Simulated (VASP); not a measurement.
# TaS2 in VASP: single point with AM05

Aim: the single point of TaS2 with AM05.

Program: VASP 6.6.1. These are calculated values, not measurements. Logs are shortened: lines on timing, memory, paths and dates and some standing lists are left out, and cuts for length are marked.

### Step 1. The cell of the first run

The cell holds a sheet with vacuum, 3 atoms: a = 3.350 Å, b = 3.350 Å, c = 18.930 Å, α = 90.00°, β = 90.00°, γ = 120.00°.

### Step 2. Single point, AM05

Input file POSCAR:

```
TaS2
1.0
    3.3500000000      0.0000000000      0.0000000000
   -1.6750000000     -2.9011851027      0.0000000000
    0.0000000000      0.0000000000    -18.9300000000
S Ta
2 1
Direct
    1.0000000000      0.0000000000      0.4226096144
    0.3333333334      0.6666666666      0.5773903856
    0.6666666667      0.3333333333      0.5000000000
```

Input file INCAR.step1:

```
SYSTEM = TaS2
LDIPOL = .TRUE. ; IDIPOL = 3
DIPOL = 0.5 0.5 0.500 ; ISMEAR = 0
SIGMA = 0.03 ; LWAVE = .TRUE.
LCHARG = .TRUE. ; ISIF = 0
NELM = 100 ; ALGO = Normal
PREC = Accurate ; LASPH = .TRUE.
LREAL = .FALSE. ; EDIFF = 1E-5
GGA_COMPAT = .FALSE. ; ENCUT = 400
EFERMI = MIDGAP ; NELMDL = -8
GGA = PE
```

Input file INCAR.step2:

```
SYSTEM = TaS2
GGA = AM ; LDIPOL = .TRUE.
IDIPOL = 3 ; DIPOL = 0.5 0.5 0.500
ISMEAR = 0 ; SIGMA = 0.03
LWAVE = .FALSE. ; LCHARG = .FALSE.
ISIF = 0 ; NELM = 100
ALGO = All ; PREC = Accurate
LASPH = .TRUE. ; LREAL = .FALSE.
EDIFF = 1E-6 ; GGA_COMPAT = .FALSE.
ENCUT = 400 ; EFERMI = MIDGAP
NELMDL = -8 ; ISTART = 1
ISEARCH = 1
```

Input file KPOINTS:

```
k-points
0
Gamma
  6 6 1
```

Potentials or basis: VASP PAW PBE potentials, release 64 (S, Ta_pv).

Run with:

```sh
> cat potpaw_PBE.64/S/POTCAR potpaw_PBE.64/Ta_pv/POTCAR > POTCAR
> cp INCAR.step1 INCAR
> mpirun -np 1 vasp_std > vasp.out
> cp INCAR.step2 INCAR
> mpirun -np 1 vasp_std > vasp.out
```

OUTCAR:

```text
SYSTEM = TaS2
   GGA = AM
   ISMEAR = 0
   ISIF = 0
   NELM = 100
   PREC = Accurate
   LASPH = .TRUE.
   LREAL = .FALSE.
   EDIFF = 1E-6
   ENCUT = 400
   EFERMI = MIDGAP
   NELMDL = -8
   ISTART = 1

 Found      7 irreducible k-points:

 Following reciprocal coordinates:
            Coordinates               Weight
  0.000000  0.000000  0.000000      1.000000
  0.166667  0.000000  0.000000      6.000000
  0.333333  0.000000  0.000000      6.000000
  0.500000  0.000000  0.000000      3.000000
  0.166667  0.166667  0.000000      6.000000
  0.333333  0.166667  0.000000     12.000000
   k-points           NKPTS =      7   k-points in BZ     NKDIM =      7   number of bands    NBANDS=     15
   number of dos      NEDOS =    301   number of ions     NIONS =      3
   total plane-waves  NPLWV =  72576
   dimension x,y,z NGX =    24 NGY =   24 NGZ =  126
   dimension x,y,z NGXF=    48 NGYF=   48 NGZF=  252
   ions per type =               2   1
   NGX,Y,Z   is equivalent  to a cutoff of  11.91, 11.91, 11.07 a.u.
   NGXF,Y,Z  is equivalent  to a cutoff of  23.82, 23.82, 22.13 a.u.
 SYSTEM =  TaS2
   PREC   = accura    normal or accurate (medium, high low for compatibility)
   ISTART =      1    job   : 0-new  1-cont  2-samecut
   ICHARG =      0    charge: 1-file 2-atom 10-const
   ISPIN  =      1    spin polarized calculation?
   LNONCOLLINEAR =      F non collinear calculations
   LSORBIT =      F    spin-orbit coupling
   LASPH  =      T    aspherical Exc in radial PAW
   ENCUT  =  400.0 eV  29.40 Ry    5.42 a.u.   5.46  5.46 30.87*2*pi/ulx,y,z
   NELM   =    100;   NELMIN=  2; NELMDL= -8     # of ELM steps
   EDIFF  = 0.1E-05   stopping-criterion for ELM
   LREAL  =      F    real-space projection
   EDIFFG = 0.1E-04   stopping-criterion for IOM
   NSW    =      0    number of steps for IOM
   IBRION =     -1    ionic relax: 0-MD 1-quasi-New 2-CG
   NFREE  =      0    steps in history (QN), initial steepest desc. (CG)
   ISIF   =      0    stress and relaxation
   ISYM   =      2    0-nonsym 1-usesym 2-fastsym
   POTIM  = 0.5000    time-step for ionic-motion
   TEBEG  =    0.0;   TEEND  =   0.0 temperature during run

   SCALEE = 1.0000    scale energy and forces
   PSTRESS=    0.0 pullay stress
   NELECT =      23.0000    total number of electrons
   NUPDOWN=      -1.0000    fix difference up-down
   EMIN   =  10.00;   EMAX   =-10.00  energy-range for DOS
   EFERMI =   0.00;   METHOD = MIDGAP
   ISMEAR =     0;   SIGMA  =   0.03  broadening in eV -4-tet -1-fermi 0-gaus
   EFERMI_NEDOS =   21; number of points for ismear=-14 and -15
   IALGO  =     58    algorithm
   IMIX   =      4    mixing-type and parameters
     AMIX     =   0.40;   BMIX     =  1.00
     AMIX_MAG =   1.60;   BMIX_MAG =  1.00
  volume/ion in A,a.u.               =      61.33       413.85
  Fermi-wavevector in a.u.,A,eV,Ry     =   0.818579  1.546890  9.116873  0.670071
  Thomas-Fermi vector in A             =   1.929231
   LORBIT       =      0    0 simple, 1 ext, 2 COOP (PROOUT), +10 PAW based schemes
   GGA     = AM    functional components
   LHFCALC =     F    Hartree Fock is set to
   AEXX    =    0.0000 exact exchange contribution
   IVDW    =     0    specifies the selected vdW correction
   LEPSILON=     F    determine dielectric tensor
   LRPA    =     F    only Hartree local field effects (RPA)

   CSHIFT  =0.1000    complex shift for real part using Kramers Kronig

   OMEGAMAX=  -1.0    maximum frequency
 non-spin polarized calculation
 Gauss-broadening in eV      SIGMA  =   0.03
  energy-cutoff  :      400.00
  volume of cell :      183.98
 maximum number of plane-waves:      3397
 NGX is ok and might be reduce to    24
   NGX = 11   NGY = 11   NGZ = 61

 number of electron      22.9999994 magnetization

 DIPCOR: dipole corrections for dipol
 direction  3 min pos     1,
 dipolmoment           0.000000      0.000000      0.000000 electrons x Angstroem
 Tr[quadrupol]       -41.479152

 energy correction for charged system         0.000000 eV

 dipol+quadrupol energy correction           -0.000000 eV

 added-field ion interaction          0.000000 eV  (added to PSCEN)

 Free energy of the ion-electron system (eV)
  ---------------------------------------------------
  ext. energy  EPLUGINS =         0.00000000
  ---------------------------------------------------
  free energy    TOTEN  =       -23.77053735 eV

  energy without entropy =      -23.76836918  energy(sigma->0) =      -23.76945327

 E-fermi :  -1.4593     XC(G=0):  -4.9661

 val. band max:       -1.6278178291   @ k =   0.0000   0.0000   0.0000
 cond. band min:      -1.4276884498   @ k =   0.3333   0.1667   0.0000
 fundamental gap:      0.2001293793
 Fermi energy:        -1.4593359491

 k-point     1 :       0.0000    0.0000    0.0000
  band No.  band energies     occupation
      1     -36.8419      2.00000
      2     -36.8193      2.00000
      3     -36.8193      2.00000
      4     -16.6174      2.00000
      5     -14.8835      2.00000
      6      -8.0411      2.00000
      7      -5.8815      2.00000
      8      -5.8815      2.00000
      9      -4.2457      2.00000
     10      -2.4663      2.00000
     11      -2.4663      2.00000
     12      -1.6278      2.00000
     13      -1.6278      2.00000
     14      -1.0389      0.00000
     15      -0.4899      0.00000

 k-point     2 :       0.1667    0.0000    0.0000
  band No.  band energies     occupation
      1     -36.8971      2.00000
      2     -36.8370      2.00000
      3     -36.8269      2.00000
      4     -16.1927      2.00000
      5     -14.8653      2.00000
      6      -7.5744      2.00000
      7      -6.6485      2.00000
      8      -5.6865      2.00000
      9      -4.6476      2.00000
     10      -3.6514      2.00000
     11      -3.4764      2.00000
     12      -1.7427      2.00000
     13      -0.4761      0.00000
     14      -0.2657      0.00000
     15       0.1306      0.00000

 k-point     3 :       0.3333    0.0000    0.0000
  band No.  band energies     occupation
      1     -37.0490      2.00000
      2     -36.8721      2.00000
      3     -36.7967      2.00000
      4     -15.2995      2.00000
      5     -14.7213      2.00000
      6      -7.6807      2.00000
      7      -6.8161      2.00000
      8      -6.1859      2.00000
      9      -5.6418      2.00000
     10      -4.1554      2.00000
     11      -3.8567      2.00000
     12      -2.4584      2.00000
     13       0.3960      0.00000
     14       0.6451      0.00000
     15       1.5358      0.00000

 k-point     4 :       0.5000    0.0000    0.0000
  band No.  band energies     occupation
      1     -37.1231      2.00000
      2     -36.8896      2.00000
      3     -36.7816      2.00000
      4     -15.0772      2.00000
      5     -14.2698      2.00000
      6      -8.6772      2.00000
      7      -6.5793      2.00000
      8      -6.0856      2.00000
      9      -5.7915      2.00000
     10      -4.5149      2.00000
     11      -3.7436      2.00000
     12      -2.6813      2.00000
     13       0.8157      0.00000
     14       1.3550      0.00000
     15       3.3410      0.00000

 k-point     5 :       0.1667    0.1667    0.0000
  band No.  band energies     occupation
      1     -36.9968      2.00000
      2     -36.8785      2.00000
      3     -36.8042      2.00000
      4     -15.4836      2.00000
      5     -14.8280      2.00000
      6      -7.0692      2.00000
      7      -6.8629      2.00000
      8      -6.3823      2.00000
      9      -5.2499      2.00000
     10      -4.9474      2.00000
     11      -3.6715      2.00000
     12      -1.3002      0.00000
     13      -0.7651      0.00000
     14       0.8307      0.00000
     15       1.8120      0.00000

 k-point     6 :       0.3333    0.1667    0.0000
  band No.  band energies     occupation
      1     -37.0843      2.00000
      2     -36.9299      2.00000
      3     -36.7817      2.00000
      4     -14.8961      2.00000
      5     -14.4961      2.00000
      6      -8.0235      2.00000
      7      -6.9660      2.00000
      8      -5.9288      2.00000
      9      -5.6679      2.00000
     10      -5.2666      2.00000
     11      -4.4869      2.00000
     12      -1.4277      0.16667
     13       0.1506      0.00000
     14       1.0779      0.00000
     15       2.2420      0.00000

 [... further k-points ...]

------------------------ aborting loop because EDIFF is reached ----------------------------------------

 vacuum level on the upper side and lower side of the slab       (xc-potential included)        -5.119        -5.119

 VOLUME and BASIS-vectors are now :
 -----------------------------------------------------------------------------
  energy-cutoff  :      400.00
  volume of cell :      183.98
      direct lattice vectors                 reciprocal lattice vectors
     3.350000000  0.000000000  0.000000000     0.298507463 -0.172343364  0.000000000
    -1.675000000 -2.901185103  0.000000000     0.000000000 -0.344686728  0.000000000
     0.000000000  0.000000000-18.930000000     0.000000000  0.000000000 -0.052826202

 POSITION                                       TOTAL-FORCE (eV/Angst)
 -----------------------------------------------------------------------------------
      0.00000      0.00000     -8.00000        -0.000000     -0.000000      0.752020
      0.00000     -1.93412    -10.93000         0.000000      0.000000     -0.752020
      1.67500     -0.96706     -9.46500         0.000000      0.000000     -0.000000
 -----------------------------------------------------------------------------------
    total drift:                               -0.000000     -0.000000     -0.000000

  FREE ENERGIE OF THE ION-ELECTRON SYSTEM (eV)
  ---------------------------------------------------
  free  energy   TOTEN  =       -23.7705373537 eV

  energy  without entropy=      -23.7683691831  energy(sigma->0) =      -23.76945327

 vacuum level on the upper side and lower side of the slab        -3.817        -3.817
```

Run time: 4.2 min. Hardware: 1 thread of Intel Xeon Platinum 8375C at 2.90GHz (Ice Lake), shared host; peak memory 0.25 GiB.

What came out:

```
Free energy            : -23.7705 eV
Largest force          : 0.752 eV/Å
Band gap on the k mesh : zero (an odd number of electrons rules out a gap without spin polarisation)
```

Forces in eV/Å, atoms in the order of the input:
```
S    0.000  0.000  0.752
S    0.000  0.000 -0.752
Ta   0.000  0.000  0.000
```

Caveat: the k points lie up to 0.36 Å⁻¹ apart, too coarse for converged energies and pressures of a metal; the PAW data sets were made with another functional, which shifts forces and pressure a little; spin-orbit coupling is left out, which moves the levels of the heavy elements.
